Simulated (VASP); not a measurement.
**ZnS: single point with PBEsol**

Crystal: ZnS.

```
Zn S
1.0
     0.00000    2.67777    2.67777
     2.67777    0.00000    2.67777
     2.67777    2.67777    0.00000
Zn S
1 1
Direct
  0.74813 0.74813 0.74813
  0.00000 0.00000 0.00000
```

This cell differs from its parent crystal: atom 1 moved by [-0.01, -0.01, -0.01] A.

```json
{
  "Program": "VASP 6.6.1",
  "Task": "single point",
  "Functional": "PBEsol",
  "Potentials or basis": "VASP PAW PBE potentials, release 64 (Zn, S)",
  "Cutoff": "520 eV",
  "k mesh": "8 × 8 × 8",
  "Occupations": "gaussian, width 0.01 eV",
  "Spin": "no spin polarisation",
  "Dipole correction": "no",
  "Further INCAR settings": "ALGO = Normal; EDIFF = 1e-06; NBANDS = 16"
}
```

| Property | Result |
| --- | --- |
| Pressure | 0.3 GPa |
| Largest force | 0.103 eV/Å |
| Band gap on the k mesh | 2.08 eV, direct |

Forces on the atoms (eV/Å):
```
Zn   0.060  0.060  0.060
S   -0.060 -0.060 -0.060
```

Stress tensor (GPa, compression positive):
```
 0.25 -0.25 -0.25
-0.25  0.25 -0.25
-0.25 -0.25  0.25
```

Levels at points of the mesh, in eV from the valence-band top:
```tsv
k point	band 6	band 7	band 8	band 9	band 10	band 11	band 12	band 13
(0.00, 0.00, 0.00)	-5.97	-0.03	-0.03	0.00	2.08	6.26	6.28	6.28
(0.50, 0.00, 0.00)	-5.77	-5.57	-0.97	-0.91	3.24	6.76	6.86	8.78
(0.50, 0.50, 0.50)	-5.76	-5.51	-0.92	-0.92	3.20	6.78	6.78	8.76
(0.50, 0.50, 0.00)	-5.75	-4.73	-2.37	-2.36	3.16	3.94	11.01	12.03
```

Wall time 48 s on 1 thread of Intel Xeon 8259CL, with other jobs on the host, peak memory 0.18 GiB.

Caveat: the cell differs from its parent crystal (atom 1 moved by [-0.01, -0.01, -0.01] A); the PAW data sets were made with another functional, which shifts forces and pressure a little.
